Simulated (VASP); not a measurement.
Here is a VASP 6.6.1 calculation.

INCAR

```
SYSTEM = C
  PREC = Accurate
  ENCUT = 520
  EDIFF = 1E-6
  ISMEAR = -1
  SIGMA = 0.02
  LREAL = .False.
  LASPH = .True.
  NELM = 80
  ALGO = Normal
  ISIF = 2
  LWAVE = .False.
  LCHARG = .False.
  GGA = PE
  NBANDS = 11
```

File KPOINTS:

```
regular mesh
0
Gamma
  12 12 12
  0 0 0
```

POSCAR

```
C
1.0
   -0.0388188608      1.7947090060      1.7947090060
    1.7947090060     -0.0388188608      1.7947090060
    1.7947090060      1.7947090060     -0.0388188608
C
2
Direct
   -0.0000747738     -0.0000747738     -0.0000747738
    0.2500747738      0.2500747738      0.2500747738
```

Potentials or basis: VASP PAW PBE potentials, release 64 (C).

Command:

```sh
$ cat potpaw_PBE.64/C/POTCAR > POTCAR
$ mpirun -np 1 vasp_std > vasp.out
```

(1) Estimate the band gap on the k mesh.

(2) Estimate the largest force.

(3) What does it give for the pressure?

Results:

(1) 4.01 eV, indirect (least direct gap 5.14 eV).

(2) 0.046 eV/Å.

(3) -17.6 GPa.

Caveat: the cell differs from its parent crystal (epitaxial 111 strain +3.0%).
